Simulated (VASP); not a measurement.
# Sn3Se (Fm-3m) in VASP: a series of runs, part 2 of 2

VASP 6.6.1. The steps go on from the part before.

### Step 3. Single point, PBEsol (volume scaled by 1.04)

INCAR

```
PREC = Accurate
ENCUT = 520
EDIFF = 1E-6
ISMEAR = -1
SIGMA = 0.05
LREAL = False
LASPH = True
NELM = 80
ALGO = Normal
ISIF = 2
LWAVE = False
LCHARG = False
GGA = PS
NBANDS = 32
```

KPOINTS

```
Automatic mesh
0
Gamma
  6 6 6
```

POSCAR

```
Sn3Se
1.0
    0.0000000000      3.7822638705      3.7822638705
    3.7822638705      0.0000000000      3.7822638705
    3.7822638705      3.7822638705      0.0000000000
Sn Se
3 1
Direct
    0.5000000000      0.5000000000      0.5000000000
    0.7500000000      0.7500000000      0.7500000000
    0.2500000000      0.2500000000      0.2500000000
    0.0000000000      0.0000000000      0.0000000000
```

Potentials or basis: VASP PAW PBE potentials, release 64 (Sn_d, Se).

Run with:

```sh
$ cat potpaw_PBE.64/Sn_d/POTCAR potpaw_PBE.64/Se/POTCAR > POTCAR
$ mpirun -np 1 vasp_std > vasp.out
```

OUTCAR:

```text
PREC = Accurate
   ENCUT = 520
   EDIFF = 1E-6
   ISMEAR = -1
   LREAL = False
   LASPH = True
   NELM = 80
   ISIF = 2
   GGA = PS

 ion  position               nearest neighbor table
   1  0.500  0.500  0.500-   2 3.28   3 3.28   3 3.28   3 3.28   3 3.28   2 3.28   2 3.28   2 3.28

   2  0.750  0.750  0.750-   1 3.28   4 3.28   1 3.28   1 3.28   1 3.28   4 3.28   4 3.28   4 3.28

   3  0.250  0.250  0.250-   1 3.28   4 3.28   4 3.28   4 3.28   4 3.28   1 3.28   1 3.28   1 3.28

   4  0.000  0.000  0.000-   2 3.28   3 3.28   2 3.28   2 3.28   2 3.28   3 3.28   3 3.28   3 3.28

  LATTYP: Found a face centered cubic cell.
 ALAT       =     7.5645277410

  Lattice vectors:

 A1 = (   0.0000000000,   3.7822638705,   3.7822638705)
 A2 = (   3.7822638705,   0.0000000000,   3.7822638705)
 A3 = (   3.7822638705,   3.7822638705,   0.0000000000)

Analysis of symmetry for initial positions (statically):
=====================================================================
 Subroutine PRICEL returns:
 Original cell was already a primitive cell.

 Routine SETGRP: Setting up the symmetry group for a
 face centered cubic supercell.

 Subroutine GETGRP returns: Found 48 space group operations
 (whereof 48 operations were pure point group operations)
 out of a pool of 48 trial point group operations.

The static configuration has the point symmetry O_h .

Analysis of symmetry for dynamics (positions and initial velocities):
=====================================================================
 Subroutine PRICEL returns:
 Original cell was already a primitive cell.

 Routine SETGRP: Setting up the symmetry group for a
 face centered cubic supercell.

 Subroutine GETGRP returns: Found 48 space group operations
 (whereof 48 operations were pure point group operations)
 out of a pool of 48 trial point group operations.

The dynamic configuration has the point symmetry O_h .

 Subroutine INISYM returns: Found 48 space group operations
 (whereof 48 operations are pure point group operations),
 and found     1 'primitive' translations

----------------------------------------------------------------------------------------

                                     Primitive cell

  volume of cell :     108.2145

  direct lattice vectors                    reciprocal lattice vectors
     0.000000000  3.782263871  3.782263871    -0.132195959  0.132195959  0.132195959
     3.782263871  0.000000000  3.782263871     0.132195959 -0.132195959  0.132195959
     3.782263871  3.782263871  0.000000000     0.132195959  0.132195959 -0.132195959

  length of vectors
     5.348928862  5.348928862  5.348928862     0.228970118  0.228970118  0.228970118

  position of ions in fractional coordinates (direct lattice)
     0.500000000  0.500000000  0.500000000
     0.750000000  0.750000000  0.750000000
     0.250000000  0.250000000  0.250000000
     0.000000000  0.000000000  0.000000000

  ion indices of the primitive-cell ions
   primitive index   ion index
                 1           1
                 2           2
                 3           3
                 4           4

----------------------------------------------------------------------------------------

 KPOINTS: Automatic mesh

Automatic generation of k-mesh.
 Grid dimensions read from file:
 generate k-points for:    6    6    6

 Generating k-lattice:

  Cartesian coordinates                     Fractional coordinates (reciprocal lattice)
    -0.022032660  0.022032660  0.022032660     0.166666667  0.000000000  0.000000000
     0.022032660 -0.022032660  0.022032660     0.000000000  0.166666667  0.000000000
     0.022032660  0.022032660 -0.022032660     0.000000000  0.000000000  0.166666667

  Length of vectors
     0.038161686  0.038161686  0.038161686

  Shift w.r.t. Gamma in fractional coordinates (k-lattice)
     0.000000000  0.000000000  0.000000000

 Subroutine IBZKPT returns following result:
 ===========================================

 Found     16 irreducible k-points:

 Following reciprocal coordinates:
            Coordinates               Weight
  0.000000  0.000000  0.000000      1.000000
  0.166667  0.000000  0.000000      8.000000
  0.333333  0.000000  0.000000      8.000000
  0.500000  0.000000  0.000000      4.000000
  0.166667  0.166667  0.000000      6.000000
  0.333333  0.166667  0.000000     24.000000
[... 8 lines left out ...]
 -0.333333  0.333333  0.166667     24.000000
 -0.333333  0.500000  0.166667     12.000000
   k-points           NKPTS =     16   k-points in BZ     NKDIM =     16   number of bands    NBANDS=     32
   number of dos      NEDOS =    301   number of ions     NIONS =      4
   total plane-waves  NPLWV =  64000
   dimension x,y,z NGX =    40 NGY =   40 NGZ =   40
   dimension x,y,z NGXF=    80 NGYF=   80 NGZF=   80
   ions per type =               3   1
   NGX,Y,Z   is equivalent  to a cutoff of  12.43, 12.43, 12.43 a.u.
   NGXF,Y,Z  is equivalent  to a cutoff of  24.86, 24.86, 24.86 a.u.
 SYSTEM =  unknown system
   PREC   = accura    normal or accurate (medium, high low for compatibility)
   ISTART =      0    job   : 0-new  1-cont  2-samecut
   ICHARG =      2    charge: 1-file 2-atom 10-const
   ISPIN  =      1    spin polarized calculation?
   LNONCOLLINEAR =      F non collinear calculations
   LSORBIT =      F    spin-orbit coupling
   LASPH  =      T    aspherical Exc in radial PAW
   ENCUT  =  520.0 eV  38.22 Ry    6.18 a.u.   9.95  9.95  9.95*2*pi/ulx,y,z
   NELM   =     80;   NELMIN=  2; NELMDL= -5     # of ELM steps
   EDIFF  = 0.1E-05   stopping-criterion for ELM
   LREAL  =      F    real-space projection
   EDIFFG = 0.1E-04   stopping-criterion for IOM
   NSW    =      0    number of steps for IOM
   IBRION =     -1    ionic relax: 0-MD 1-quasi-New 2-CG
   NFREE  =      0    steps in history (QN), initial steepest desc. (CG)
   ISIF   =      2    stress and relaxation
   ISYM   =      2    0-nonsym 1-usesym 2-fastsym
   POTIM  = 0.5000    time-step for ionic-motion
   TEBEG  =    0.0;   TEEND  =   0.0 temperature during run
   PSTRESS=    0.0 pullay stress
   NELECT =      48.0000    total number of electrons
   NUPDOWN=      -1.0000    fix difference up-down
   EMIN   =  10.00;   EMAX   =-10.00  energy-range for DOS
   EFERMI =   0.00;   METHOD = LEGACY
   ISMEAR =    -1;   SIGMA  =   0.05  broadening in eV -4-tet -1-fermi 0-gaus
   EFERMI_NEDOS =   21; number of points for ismear=-14 and -15
   IALGO  =     38    algorithm
   IMIX   =      4    mixing-type and parameters
     AMIX     =   0.40;   BMIX     =  1.00
     AMIX_MAG =   1.60;   BMIX_MAG =  1.00
  volume/ion in A,a.u.               =      27.05       182.57
  Fermi-wavevector in a.u.,A,eV,Ry     =   1.248514  2.359349 21.208588  1.558787
  Thomas-Fermi vector in A             =   2.382597
   LORBIT       =      0    0 simple, 1 ext, 2 COOP (PROOUT), +10 PAW based schemes
   GGA     = PS    functional components
   LHFCALC =     F    Hartree Fock is set to
   AEXX    =    0.0000 exact exchange contribution
   IVDW    =     0    specifies the selected vdW correction
   LEPSILON=     F    determine dielectric tensor
   LRPA    =     F    only Hartree local field effects (RPA)
 non-spin polarized calculation
  energy-cutoff  :      520.00
  volume of cell :      108.21
 maximum number of plane-waves:      2929
   NGX = 19   NGY = 19   NGZ = 19

 number of electron      48.0000000 magnetization

 Free energy of the ion-electron system (eV)
  ---------------------------------------------------
  ext. energy  EPLUGINS =         0.00000000
  ---------------------------------------------------
  free energy    TOTEN  =       -16.48151998 eV

  energy without entropy =      -16.44752038  energy(sigma->0) =      -16.46452018

 E-fermi :   6.6033     XC(G=0): -10.2527

 val. band max:        6.5672698818   @ k =   0.1667   0.1667   0.0000
 cond. band min:       6.6297386455   @ k =  -0.3333   0.3333   0.1667
 fundamental gap:      0.0624687636
 Fermi energy:         6.6033445717

 k-point     1 :       0.0000    0.0000    0.0000
  band No.  band energies     occupation
      1     -14.8731      2.00000
      2     -14.8731      2.00000
      3     -14.8457      2.00000
      4     -14.8457      2.00000
      5     -14.8457      2.00000
      6     -14.8327      2.00000
[... 549 lines left out ...]
     31      11.3628      0.00000
     32      13.8269      0.00000

------------------------ aborting loop because EDIFF is reached ----------------------------------------

  FORCE on cell =-STRESS in cart. coord.  units (eV):
  Direction    XX          YY          ZZ          XY          YZ          ZX
  --------------------------------------------------------------------------------------
  -------------------------------------------------------------------------------------
  Total       -3.1923896     -3.1923896     -3.1923896      0.0000000      0.0000000      0.0000000
  in kB      -47.2651461    -47.2651461    -47.2651461      0.0000000      0.0000000      0.0000000
  external PRESSURE =     -47.2651461 kB  Pullay stress =       0.0000000 kB

 VOLUME and BASIS-vectors are now :
 -----------------------------------------------------------------------------
  energy-cutoff  :      520.00
  volume of cell :      108.21
      direct lattice vectors                 reciprocal lattice vectors
     0.000000000  3.782263871  3.782263871    -0.132195959  0.132195959  0.132195959
     3.782263871  0.000000000  3.782263871     0.132195959 -0.132195959  0.132195959
     3.782263871  3.782263871  0.000000000     0.132195959  0.132195959 -0.132195959

 POSITION                                       TOTAL-FORCE (eV/Angst)
 -----------------------------------------------------------------------------------
      3.78226      3.78226      3.78226        -0.000000     -0.000000     -0.000000
      5.67340      5.67340      5.67340        -0.000000     -0.000000     -0.000000
      1.89113      1.89113      1.89113         0.000000      0.000000      0.000000
      0.00000      0.00000      0.00000        -0.000000     -0.000000     -0.000000
 -----------------------------------------------------------------------------------
    total drift:                               -0.000000     -0.000000      0.000000

  FREE ENERGIE OF THE ION-ELECTRON SYSTEM (eV)
  ---------------------------------------------------
  free  energy   TOTEN  =       -16.4815199836 eV

  energy  without entropy=      -16.4475203820  energy(sigma->0) =      -16.46452018
```

OSZICAR:

```text
N       E                     dE             d eps       ncg     rms          rms(c)
DAV:   1     0.452840697656E+03    0.45284E+03   -0.23613E+04  1056   0.218E+03
DAV:   2     0.439031626927E+02   -0.40894E+03   -0.39512E+03  1032   0.555E+02
DAV:   3    -0.139283027386E+02   -0.57831E+02   -0.55818E+02  1248   0.175E+02
DAV:   4    -0.166181112460E+02   -0.26898E+01   -0.26786E+01  1128   0.401E+01
DAV:   5    -0.166997040919E+02   -0.81593E-01   -0.81589E-01  1384   0.743E+00    0.323E+00
DAV:   6    -0.164922113408E+02    0.20749E+00   -0.37407E-01  1328   0.781E+00    0.191E+00
DAV:   7    -0.164855067730E+02    0.67046E-02   -0.12420E-01  1192   0.266E+00    0.973E-01
DAV:   8    -0.164819652088E+02    0.35416E-02   -0.16511E-02  1208   0.722E-01    0.192E-01
DAV:   9    -0.164815213542E+02    0.44385E-03   -0.15974E-03  1176   0.348E-01    0.626E-02
DAV:  10    -0.164815172145E+02    0.41397E-05   -0.30786E-04  1296   0.183E-01    0.258E-02
DAV:  11    -0.164815199293E+02   -0.27148E-05   -0.38060E-05  1272   0.770E-02    0.105E-02
DAV:  12    -0.164815199836E+02   -0.54330E-07   -0.26126E-06   840   0.120E-02
   1 F= -.16481520E+02 E0= -.16464520E+02  d E =-.339996E-01
```

stdout:

```text
POSCAR found type information on POSCAR SnSe
 POSCAR found :  2 types and       4 ions
 scaLAPACK will be used
 -----------------------------------------------------------------------------
|                                                                             |
|                                                                             |
|     You enforced a specific xc type in the INCAR file but a different       |
|     I HOPE YOU KNOW WHAT YOU ARE DOING!                                     |
|                                                                             |
 -----------------------------------------------------------------------------

 LDA part: xc-table for (Slater+PW92), standard interpolation
 POSCAR, INCAR and KPOINTS ok, starting setup
 FFT: planning ... GRIDC
 FFT: planning ... GRID_SOFT
 FFT: planning ... GRID
 WAVECAR not read
 entering main loop
```

Run time: 54 s. Hardware: 1 thread of Intel Xeon 6975P-C, shared host; peak memory 0.25 GiB.

What came out:

| Item | Value |
| --- | --- |
| Free energy | -16.4815 eV |
| Pressure | -4.7 GPa |
| Band gap on the k mesh | zero (band 24 reaches 7.21 eV, above the bottom of band 25 at 5.40 eV) |

Levels at points of the mesh, in eV from the Fermi level:
```csv
k point,band 21,band 22,band 23,band 24,band 25,band 26,band 27,band 28
"(0.00, 0.00, 0.00)",-2.72,-2.72,-1.20,-1.20,-1.20,-0.49,-0.49,-0.49
"(0.50, 0.00, 0.00)",-3.21,-2.03,-2.03,-0.90,0.27,2.04,2.04,3.46
"(0.50, 0.50, 0.00)",-4.59,-0.39,0.45,0.45,0.86,2.67,2.67,3.08
```

Caveat: the PAW data sets were made with another functional, which shifts forces and pressure a little; spin-orbit coupling is left out, which moves the levels of the heavy elements.

### Step 4. Single point, PBEsol (volume scaled by 1.06)

INCAR

```
SYSTEM = Sn3Se
PREC = Accurate
ENCUT = 520
EDIFF = 1E-7
ISMEAR = -1
SIGMA = 0.05
LREAL = .FALSE.
LASPH = .TRUE.
NELM = 80
ALGO = Normal
ISIF = 2
LWAVE = .FALSE.
LCHARG = .FALSE.
GGA = PS
NBANDS = 32
```

KPOINTS

```
Automatic mesh
0
G
  6 6 6
  0 0 0
```

POSCAR

```
Sn3Se
1.0
    0.0000000000      3.8063553727      3.8063553727
    3.8063553727      0.0000000000      3.8063553727
    3.8063553727      3.8063553727      0.0000000000
Sn Se
3 1
Direct
    0.5000000000      0.5000000000      0.5000000000
    0.7500000000      0.7500000000      0.7500000000
    0.2500000000      0.2500000000      0.2500000000
    0.0000000000      0.0000000000      0.0000000000
```

Run with:

```sh
$ cat potpaw_PBE.64/Sn_d/POTCAR potpaw_PBE.64/Se/POTCAR > POTCAR
$ mpirun -np 1 vasp_std > vasp.out
```

Wall time 73 s (1 thread of Intel Xeon 6975P-C, shared host); peak memory 0.26 GiB.

The run converged. Its results:

```
Free energy            : -16.4166 eV
Pressure               : -5.4 GPa
Band gap on the k mesh : zero (band 24 reaches 6.99 eV, above the bottom of band 25 at 5.24 eV)
```

Levels at points of the mesh, in eV from the Fermi level:
| k point | band 22 | band 23 | band 24 | band 25 | band 26 | band 27 |
| --- | --- | --- | --- | --- | --- | --- |
| (0.00, 0.00, 0.00) | -2.66 | -1.15 | -1.15 | -1.15 | -0.47 | -0.47 |
| (0.50, 0.00, 0.00) | -1.97 | -1.97 | -0.91 | 0.24 | 2.02 | 2.02 |
| (0.50, 0.50, 0.00) | -0.41 | 0.44 | 0.44 | 0.81 | 2.64 | 2.64 |

Caveat: the PAW data sets were made with another functional, which shifts forces and pressure a little; spin-orbit coupling is left out, which moves the levels of the heavy elements.

### Step 5. The runs side by side

```csv
cell,gap on the mesh (eV),pressure (GPa)
"a = 5.314 Å, angles 60.0°, 4 atoms",none,-4.0
"a = 5.349 Å, angles 60.0°, 4 atoms",none,-4.7
"a = 5.383 Å, angles 60.0°, 4 atoms",none,-5.4
```

Alike in all rows: task single point; level PBEsol; potentials or basis VASP PAW PBE potentials, release 64 (Sn_d, Se); no spin polarisation; k mesh 6 × 6 × 6; cutoff (eV) 520; smearing fermi-dirac 0.05 eV.

Caveats: the PAW data sets were made with another functional, which shifts forces and pressure a little; spin-orbit coupling is left out, which moves the levels of the heavy elements.

Total energies depend on the potentials used, so only differences within one code and one set of settings carry meaning.
